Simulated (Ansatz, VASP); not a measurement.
Two plane-wave programs on ZnO

```
Zn O
1.0
     3.24940    0.00000    0.00000
    -1.62470    2.81406    0.00000
     0.00000    0.00000    5.20380
Zn O
2 2
Direct
  0.33333 0.66667 0.00000
  0.66667 0.33333 0.50000
  0.33333 0.66667 0.38300
  0.66667 0.33333 0.88300
```

Alike in both runs: task single point; functional PBE; k mesh 6 × 6 × 4; occupations gaussian, width 0.1 eV; no spin polarisation.

|  | VASP | Ansatz |
| --- | --- | --- |
| version | VASP 6.6.1 | Ansatz 0.2.0 |
| potentials or method | VASP PAW PBE potentials, release 64 (Zn, O_h), cutoff 910 eV | scalar-relativistic, plane waves, PAW |
| valence electrons in the cell | 36 | 36 |

Ansatz gave:

```
gap on the k mesh at the Fermi level (eV) : 0.80
least direct gap on the mesh (eV)         : 0.80
rms of the force components (eV/Å)        : 0.035
```

Q: What did VASP give for the same quantities?

A: gap on the k mesh at the Fermi level (eV): 0.79; least direct gap on the mesh (eV): 0.79; rms of the force components (eV/Å): 0.036.

Atom by atom the forces differ by 0.001 eV/Å (rms over components). With one functional, cell and mesh, what is left measures potentials, basis and numerics.

Noted on VASP's run: the cutoff is short for stress, so the pressure is rough.
